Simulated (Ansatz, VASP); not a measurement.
AgCl: VASP beside Ansatz

File INCAR:

```
SYSTEM = AgCl
  PREC = Accurate
  ENCUT = 520
  EDIFF = 1E-6
  ISMEAR = 0
  SIGMA = 0.05
  LREAL = .False.
  LASPH = .True.
  NELM = 80
  ALGO = Normal
  ISIF = 2
  LWAVE = .False.
  LCHARG = .True.
  GGA = PE
  LELF = .True.
  LVHAR = .True.
  NBANDS = 16
```

The input KPOINTS:

```
regular mesh
0
Gamma
  8 8 8
  0 0 0
```

POSCAR

```
AgCl
1.0
   -0.0831945000      2.7731500000      2.7731500000
    2.6899555000      0.0000000000      2.6899555000
    2.7731500000      2.7731500000     -0.0831945000
Ag Cl
1 1
Direct
    0.5000000000      0.5000000000      0.5000000000
    0.0000000000      0.0000000000      0.0000000000
```

Input for Ansatz:

```yaml
crystal:
  lattice:
    - [-0.0831945, 2.77315, 2.77315]
    - [2.6899555, 0.0, 2.6899555]
    - [2.77315, 2.77315, -0.0831945]
  atoms:
    - { symbol: Ag, position: [0.5, 0.5, 0.5] }
    - { symbol: Cl, position: [0.0, 0.0, 0.0] }
basis:
  ecutwfc: 420
kpoints:
  mp_grid: { grid: [8, 8, 8] }
hamiltonian:
  xc: pbe
scf:
  occupations: { method: gaussian, width: 0.05 }
output:
  forces: true
  stress: true
  eigenvalues: true
```

Change from the starting cell: strain -0.0600 x Voigt [0, 0, 0, 0, 1, 0], atoms carried along.

Alike in both runs: task single point; functional PBE; k mesh 8 × 8 × 8; occupations gaussian, width 0.05 eV; no spin polarisation.

|  | VASP | Ansatz |
| --- | --- | --- |
| version | VASP 6.6.1 | Ansatz 0.2.0 |
| potentials or method | VASP PAW PBE potentials, release 64 (Ag, Cl), cutoff 520 eV | scalar-relativistic, plane waves, PAW |
| valence electrons in the cell | 18 | 26 |

```csv
,VASP,Ansatz,Ansatz less VASP
gap on the k mesh at the Fermi level (eV),0.85,0.85,+0.003
least direct gap on the mesh (eV),3.08,3.08,-0.002
pressure (GPa),1.4,1.6,+0.15
"traceless stress, the component that is largest in VASP (GPa)",0.33,0.33,-0.002
```

VASP's potentials hold 18 valence electrons a cell and Ansatz's 26, so a difference there can come from the potentials and not from the codes.
